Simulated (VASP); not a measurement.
A run of VASP 6.6.1 is set up as follows.

File INCAR:

```
ALGO = Fast ; EDIFF = 1E-6
ENCUT = 520 ; GGA = PE
ISIF = 2 ; ISMEAR = 0
LASPH = T ; LCHARG = T
LELF = T ; LREAL = F
LVHAR = T ; LWAVE = F
NBANDS = 19 ; NELM = 80
PREC = Accurate ; SIGMA = 0.1
```

KPOINTS

```
k-points
0
Gamma
  16 16 16
```

POSCAR

```
Zr
1.0
    0.0000000000      2.6937864331      5.4525501907
    1.6051511945      0.0000000000      5.4525501907
    1.6051511945      2.6937864331      0.0000000000
Zr
2
Direct
    0.8654835405      0.8654835405      0.1345164595
    0.1345164595      0.1345164595      0.8654835405
```

Potentials or basis: VASP PAW PBE potentials, release 64 (Zr_sv).

Command:

```bash
$ cat potpaw_PBE.64/Zr_sv/POTCAR > POTCAR
$ mpirun -np 1 vasp_std > vasp.out
```

(1) What does it give for the largest force?

(2) Predict the pressure.

(3) Predict the band gap on the k mesh.

Results:

(1) 0.005 eV/Å.

(2) 0.0 GPa.

(3) zero (bands 12 and 13 overlap by 1.56 eV).
